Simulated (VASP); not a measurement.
# Sb in VASP: further runs

The runs below take Sb through single point, with PBE.

All numbers are computed with VASP 6.6.1; they aren't measurements. Logs are shortened: lines on timing, memory, paths and dates and some standing lists are left out, and cuts for length are marked.

### Step 1. The cell of the first run

Symmetry: R-3m, No. 166, trigonal system. The conventional cell has a = 3.292 Å, b = 3.292 Å, c = 7.825 Å, α = 90.00°, β = 90.00°, γ = 120.00°. Within 4.2 Å of Sb (site symmetry -3m) lie 12 Sb at 3.23 to 3.29 Å.

### Step 2. Single point, PBE (equal xy, yz and zx shear strains of -2 %)

The input, INCAR:

```
PREC = Accurate ; ENCUT = 520
EDIFF = 1E-6 ; ISMEAR = -1
SIGMA = 0.05 ; LREAL = F
LASPH = T ; NELM = 100
ALGO = Normal ; ISIF = 2
LWAVE = F ; LCHARG = F
GGA = PE ; NBANDS = 8
```

The input, KPOINTS:

```
regular mesh
0
Gamma
  12 12 12
```

The input, POSCAR:

```
Sb
1.0
   -0.0461000000      2.2819500000      2.2819500000
    2.2819500000     -0.0461000000      2.2819500000
    2.2819500000      2.2819500000     -0.0461000000
Sb
1
Direct
    0.0000000000      0.0000000000      0.0000000000
```

Potentials or basis: VASP PAW PBE potentials, release 64 (Sb).

Command:

```
$ cat potpaw_PBE.64/Sb/POTCAR > POTCAR
$ mpirun -np 1 vasp_std > vasp.out
```

OUTCAR:

```text
PREC = Accurate
   ENCUT = 520
   EDIFF = 1E-6
   ISMEAR = -1
   LREAL = F
   LASPH = T
   NELM = 100
   ISIF = 2
   GGA = PE

 ion  position               nearest neighbor table
   1  0.000  0.000  0.000-

  LATTYP: Found a trigonal (rhomboedric) cell.
 ALAT       =     3.2274938908
 COS(alpha) =     0.4797000918

  Lattice vectors:

 A1 = (  -0.0461000000,   2.2819500000,   2.2819500000)
 A2 = (   2.2819500000,  -0.0461000000,   2.2819500000)
 A3 = (   2.2819500000,   2.2819500000,  -0.0461000000)

Analysis of symmetry for initial positions (statically):
=====================================================================
 Subroutine PRICEL returns:
 Original cell was already a primitive cell.

 Routine SETGRP: Setting up the symmetry group for a
 trigonal (rhombohedral) supercell.

 Subroutine GETGRP returns: Found 12 space group operations
 (whereof 12 operations were pure point group operations)
 out of a pool of 12 trial point group operations.

The static configuration has the point symmetry D_3d.

Analysis of symmetry for dynamics (positions and initial velocities):
=====================================================================
 Subroutine PRICEL returns:
 Original cell was already a primitive cell.

 Routine SETGRP: Setting up the symmetry group for a
 trigonal (rhombohedral) supercell.

 Subroutine GETGRP returns: Found 12 space group operations
 (whereof 12 operations were pure point group operations)
 out of a pool of 12 trial point group operations.

The dynamic configuration has the point symmetry D_3d.

 Subroutine INISYM returns: Found 12 space group operations
 (whereof 12 operations are pure point group operations),
 and found     1 'primitive' translations

----------------------------------------------------------------------------------------

                                     Primitive cell

  volume of cell :      24.4856

  direct lattice vectors                    reciprocal lattice vectors
    -0.046100000  2.281950000  2.281950000    -0.212580468  0.216963571  0.216963571
     2.281950000 -0.046100000  2.281950000     0.216963571 -0.212580468  0.216963571
     2.281950000  2.281950000 -0.046100000     0.216963571  0.216963571 -0.212580468

  length of vectors
     3.227493891  3.227493891  3.227493891     0.373278499  0.373278499  0.373278499

  position of ions in fractional coordinates (direct lattice)
     0.000000000  0.000000000  0.000000000
[... 71 lines left out ...]
   LNONCOLLINEAR =      F non collinear calculations
   LSORBIT =      F    spin-orbit coupling
   LASPH  =      T    aspherical Exc in radial PAW
   ENCUT  =  520.0 eV  38.22 Ry    6.18 a.u.   6.00  6.00  6.00*2*pi/ulx,y,z
   NELM   =    100;   NELMIN=  2; NELMDL= -5     # of ELM steps
   EDIFF  = 0.1E-05   stopping-criterion for ELM
   LREAL  =      F    real-space projection
   EDIFFG = 0.1E-04   stopping-criterion for IOM
   NSW    =      0    number of steps for IOM
   IBRION =     -1    ionic relax: 0-MD 1-quasi-New 2-CG
   NFREE  =      0    steps in history (QN), initial steepest desc. (CG)
   ISIF   =      2    stress and relaxation
   ISYM   =      2    0-nonsym 1-usesym 2-fastsym
   POTIM  = 0.5000    time-step for ionic-motion
   TEBEG  =    0.0;   TEEND  =   0.0 temperature during run
   PSTRESS=    0.0 pullay stress
   NELECT =       5.0000    total number of electrons
   NUPDOWN=      -1.0000    fix difference up-down
   EMIN   =  10.00;   EMAX   =-10.00  energy-range for DOS
   EFERMI =   0.00;   METHOD = LEGACY
   ISMEAR =    -1;   SIGMA  =   0.05  broadening in eV -4-tet -1-fermi 0-gaus
   EFERMI_NEDOS =   21; number of points for ismear=-14 and -15
   IALGO  =     38    algorithm
   IMIX   =      4    mixing-type and parameters
     AMIX     =   0.40;   BMIX     =  1.00
     AMIX_MAG =   1.60;   BMIX_MAG =  1.00
  volume/ion in A,a.u.               =      24.49       165.24
  Fermi-wavevector in a.u.,A,eV,Ry     =   0.964038  1.821768 12.644845  0.929370
  Thomas-Fermi vector in A             =   2.093635
   LORBIT       =      0    0 simple, 1 ext, 2 COOP (PROOUT), +10 PAW based schemes
   GGA     = PE    functional components
   LHFCALC =     F    Hartree Fock is set to
   AEXX    =    0.0000 exact exchange contribution
   IVDW    =     0    specifies the selected vdW correction
   LEPSILON=     F    determine dielectric tensor
   LRPA    =     F    only Hartree local field effects (RPA)
 non-spin polarized calculation
  energy-cutoff  :      520.00
  volume of cell :       24.49
 maximum number of plane-waves:       672
   NGX = 11   NGY = 11   NGZ = 11

 number of electron       5.0000000 magnetization

 Free energy of the ion-electron system (eV)
  ---------------------------------------------------
  ext. energy  EPLUGINS =         0.00000000
  ---------------------------------------------------
  free energy    TOTEN  =        -3.74800586 eV

  energy without entropy =       -3.74212905  energy(sigma->0) =       -3.74506746

 E-fermi :   9.8877     XC(G=0): -10.6536

 val. band max:        9.8729557557   @ k =  -0.1667   0.1667   0.0000
 cond. band min:       9.8927515108   @ k =   0.3333   0.1667   0.1667
 fundamental gap:      0.0197957550
 Fermi energy:         9.8877449091

 k-point     1 :       0.0000    0.0000    0.0000
  band No.  band energies     occupation
      1      -3.8925      2.00000
      2      15.6465      0.00000
      3      15.6465      0.00000
      4      16.2784      0.00000
      5      19.8627      0.00000
      6      19.8627      0.00000
      7      20.1083      0.00000
      8      20.4927      0.00000
[... 243 lines left out ...]
 k-point    24 :      -0.4167    0.1667    0.0000
  band No.  band energies     occupation
      1       0.6698      2.00000
      2       4.0499      2.00000
      3      10.4273      0.00004
      4      13.1832      0.00000
      5      16.8614      0.00000
      6      20.8560      0.00000
      7      21.5239      0.00000
      8      24.1825      0.00000

 [... further k-points ...]
[... 5 lines left out ...]
  --------------------------------------------------------------------------------------
  -------------------------------------------------------------------------------------
  Total        1.3642581      1.3642581      1.3642581      0.0489451      0.0489451      0.0489451
  in kB       89.2679410     89.2679410     89.2679410      3.2026378      3.2026378      3.2026378
  external PRESSURE =      89.2679410 kB  Pullay stress =       0.0000000 kB

 VOLUME and BASIS-vectors are now :
 -----------------------------------------------------------------------------
  energy-cutoff  :      520.00
  volume of cell :       24.49
      direct lattice vectors                 reciprocal lattice vectors
    -0.046100000  2.281950000  2.281950000    -0.212580468  0.216963571  0.216963571
     2.281950000 -0.046100000  2.281950000     0.216963571 -0.212580468  0.216963571
     2.281950000  2.281950000 -0.046100000     0.216963571  0.216963571 -0.212580468

 POSITION                                       TOTAL-FORCE (eV/Angst)
 -----------------------------------------------------------------------------------
      0.00000      0.00000      0.00000         0.000000     -0.000000     -0.000000
 -----------------------------------------------------------------------------------
    total drift:                                0.000000      0.000000      0.000000

  FREE ENERGIE OF THE ION-ELECTRON SYSTEM (eV)
  ---------------------------------------------------
  free  energy   TOTEN  =        -3.7480058565 eV

  energy  without entropy=       -3.7421290542  energy(sigma->0) =       -3.74506746
```

OSZICAR:

```text
N       E                     dE             d eps       ncg     rms          rms(c)
DAV:   1     0.542368383683E+01    0.54237E+01   -0.17305E+03  3104   0.417E+02
DAV:   2    -0.365816162350E+01   -0.90818E+01   -0.87050E+01  4280   0.539E+01
DAV:   3    -0.375278801437E+01   -0.94626E-01   -0.94267E-01  3504   0.612E+00
DAV:   4    -0.375307529731E+01   -0.28728E-03   -0.28727E-03  4872   0.418E-01
DAV:   5    -0.375307567451E+01   -0.37719E-06   -0.37750E-06  3656   0.972E-03    0.203E+00
DAV:   6    -0.374988174089E+01    0.31939E-02   -0.10924E-03  3784   0.182E-01    0.118E+00
DAV:   7    -0.374800406475E+01    0.18777E-02   -0.24536E-03  3472   0.271E-01    0.432E-02
DAV:   8    -0.374800570681E+01   -0.16421E-05   -0.32914E-05  4552   0.455E-02    0.631E-03
DAV:   9    -0.374800585655E+01   -0.14974E-06   -0.54895E-07  3904   0.578E-03
   1 F= -.37480059E+01 E0= -.37450675E+01  d E =-.587680E-02
```

stdout:

```text
POSCAR found type information on POSCAR Sb
 POSCAR found :  1 types and       1 ions
 scaLAPACK will be used
 LDA part: xc-table for (Slater+PW92), standard interpolation
 POSCAR, INCAR and KPOINTS ok, starting setup
 FFT: planning ... GRIDC
 FFT: planning ... GRID_SOFT
 FFT: planning ... GRID
 WAVECAR not read
 entering main loop
```

Run time: 6.6 s. Hardware: 1 thread of Intel Xeon 6975P-C (Granite Rapids), shared host; peak memory 0.16 GiB.

What came out:

- Free energy: -3.7480 eV
- Pressure: 8.9 GPa

Stress tensor (GPa, compression positive):
```
8.93 0.32 0.32
0.32 8.93 0.32
0.32 0.32 8.93
```

Caveat: the cell differs from its parent crystal (equal xy, yz and zx shear strains of -2 %); spin-orbit coupling is left out, which moves the levels of the heavy elements.

### Step 3. Single point, PBE (equal xy, yz and zx shear strains of +1 %)

The input, INCAR:

```
SYSTEM = Sb
ALGO = Normal
EDIFF = 1E-6
ENCUT = 520
GGA = PE
ISIF = 2
ISMEAR = -1
LASPH = .TRUE.
LCHARG = .FALSE.
LREAL = .FALSE.
LWAVE = .FALSE.
NBANDS = 8
NELM = 60
PREC = Accurate
SIGMA = 0.05
```

The input, KPOINTS:

```
k-points
0
G
  12 12 12
  0 0 0
```

The input, POSCAR:

```
Sb
1.0
    0.0230500000      2.3165250000      2.3165250000
    2.3165250000      0.0230500000      2.3165250000
    2.3165250000      2.3165250000      0.0230500000
Sb
1
Direct
    0.0000000000      0.0000000000      0.0000000000
```

Potentials or basis: VASP PAW PBE potentials, release 64 (Sb).

Command:

```
$ cat potpaw_PBE.64/Sb/POTCAR > POTCAR
$ mpirun -np 1 vasp_std > vasp.out
```

Run time: 6.9 s. Hardware: 1 thread of Intel Xeon 6975P-C (Granite Rapids), shared host; peak memory 0.16 GiB.

The run converged. Its results:

| Property | Result |
| --- | --- |
| Free energy | -3.7498 eV |
| Pressure | 8.7 GPa |

Stress tensor (GPa, compression positive):
```
 8.68 -0.08 -0.08
-0.08  8.68 -0.08
-0.08 -0.08  8.68
```

Levels at points of the mesh, in eV from the Fermi level:
```csv
k point,band 1,band 2,band 3,band 4,band 5,band 6
"(0.00, 0.00, 0.00)",-13.77,5.75,6.10,6.10,9.97,10.17
"(0.50, 0.00, 0.00)",-9.41,-6.50,3.93,4.03,8.67,9.13
"(0.50, 0.50, 0.00)",-7.55,-5.52,0.21,0.46,4.15,4.54
"(0.50, 0.50, 0.50)",-9.62,-6.54,4.23,4.23,8.96,9.41
```

Caveat: the cell differs from its parent crystal (equal xy, yz and zx shear strains of +1 %); spin-orbit coupling is left out, which moves the levels of the heavy elements.

### Step 4. Single point, PBE (equal xy, yz and zx shear strains of +3 %)

The input, INCAR:

```
SYSTEM = Sb
PREC     = Accurate       ! precision mode
ENCUT    = 520            ! plane-wave cutoff, eV
EDIFF    = 1E-7           ! SCF threshold, eV
ISMEAR   = -1             ! smearing method
SIGMA    = 0.05           ! smearing width, eV
LREAL    = .FALSE.        ! projectors in reciprocal space
LASPH    = .TRUE.         ! aspherical terms in the spheres
NELM     = 80             ! most SCF steps
ALGO     = Normal         ! electronic algorithm
ISIF     = 2              ! what is computed and relaxed
LWAVE    = .FALSE.        ! write WAVECAR
LCHARG   = .TRUE.         ! write CHGCAR
GGA      = PE             ! functional
LELF     = .TRUE.         ! ELF
LVHAR    = .TRUE.       
NBANDS   = 8              ! bands
```

The input, KPOINTS:

```
Automatic mesh
0
G
  12 12 12
  0 0 0
```

The input, POSCAR:

```
Sb
1.0
    0.0691500000      2.3395750000      2.3395750000
    2.3395750000      0.0691500000      2.3395750000
    2.3395750000      2.3395750000      0.0691500000
Sb
1
Direct
    0.0000000000      0.0000000000      0.0000000000
```

Command:

```
$ cat potpaw_PBE.64/Sb/POTCAR > POTCAR
$ mpirun -np 1 vasp_std > vasp.out
```

It took 19 s on 1 thread of Intel Xeon 6975P-C (Granite Rapids), shared host; peak memory 0.18 GiB.

Results (log left out):

```yaml
Free_energy: -3.7472 eV
Pressure: 9.1 GPa
```

Stress tensor (GPa, compression positive):
```
 9.11 -0.38 -0.38
-0.38  9.11 -0.38
-0.38 -0.38  9.11
```

Levels at points of the mesh, in eV from the Fermi level:
| k point | band 1 | band 2 | band 3 | band 4 | band 5 |
| --- | --- | --- | --- | --- | --- |
| (0.00, 0.00, 0.00) | -13.77 | 5.24 | 6.36 | 6.36 | 9.45 |
| (0.50, 0.00, 0.00) | -9.29 | -6.48 | 3.73 | 4.03 | 8.43 |
| (0.50, 0.50, 0.00) | -7.54 | -5.52 | -0.01 | 0.73 | 4.00 |
| (0.50, 0.50, 0.50) | -9.93 | -6.58 | 4.62 | 4.62 | 9.38 |

Caveat: the cell differs from its parent crystal (equal xy, yz and zx shear strains of +3 %); spin-orbit coupling is left out, which moves the levels of the heavy elements.

### Step 5. Single point, PBE (equal xx and yy strain of -3 %)

The input, INCAR:

```
SYSTEM = Sb
ALGO = Normal
EDIFF = 1E-6
ENCUT = 520
GGA = PE
ISIF = 2
ISMEAR = -1
LASPH = .True.
LCHARG = .True.
LELF = .True.
LREAL = .False.
LVHAR = .True.
LWAVE = .False.
NBANDS = 8
NELM = 60
PREC = Accurate
SIGMA = 0.05
```

The input, KPOINTS:

```
k-points
0
Gamma
  12 12 12
  0 0 0
```

The input, POSCAR:

```
Sb
1.0
    0.0000000000      2.2358500000      2.3050000000
    2.2358500000      0.0000000000      2.3050000000
    2.2358500000      2.2358500000      0.0000000000
Sb
1
Direct
    0.0000000000      0.0000000000      0.0000000000
```

Command:

```
$ cat potpaw_PBE.64/Sb/POTCAR > POTCAR
$ mpirun -np 1 vasp_std > vasp.out
```

Run time: 8.3 s. Hardware: 1 thread of Intel Xeon Platinum 8488C (Sapphire Rapids), shared host; peak memory 0.15 GiB.

The run converged. Its results:

```
Free energy : -3.6440 eV
Pressure    : 15.4 GPa
```

Stress tensor (GPa, compression positive):
```
15.22  0.00  0.00
 0.00 15.22  0.00
 0.00  0.00 15.77
```

Levels at points of the mesh, in eV from the Fermi level:
```csv
k point,band 1,band 2,band 3,band 4,band 5,band 6,band 7
"(0.00, 0.00, 0.00)",-14.31,6.48,6.48,6.52,10.14,10.31,10.50
"(0.50, 0.00, 0.00)",-9.62,-6.94,4.06,4.67,8.83,9.57,9.58
"(0.50, 0.50, 0.00)",-7.85,-6.06,0.64,0.64,4.61,4.70,18.52
"(0.50, 0.00, 0.50)",-7.35,-5.78,0.08,0.33,4.12,4.39,18.38
```

Caveat: the cell differs from its parent crystal (equal xx and yy strain of -3 %); spin-orbit coupling is left out, which moves the levels of the heavy elements.

### Step 6. Overview

| cell | gap on the mesh (eV) | pressure (GPa) |
| --- | --- | --- |
| a = 3.227 Å, angles 61.3°, 1 atom | none | 8.9 |
| a = 3.276 Å, angles 59.3°, 1 atom | none | 8.7 |
| a = 3.309 Å, angles 58.0°, 1 atom | none | 9.1 |
| a = 3.211, b = 3.211, c = 3.162 Å, angles 60.5, 60.5, 59.0°, 1 atom | none | 15.4 |

Alike in all rows: task single point; level PBE; potentials or basis VASP PAW PBE potentials, release 64 (Sb); no spin polarisation; k mesh 12 × 12 × 12; cutoff (eV) 520; smearing fermi-dirac 0.05 eV.

Caveats: spin-orbit coupling is left out, which moves the levels of the heavy elements.

Total energies depend on the potentials used, so only differences within one code and one set of settings carry meaning.
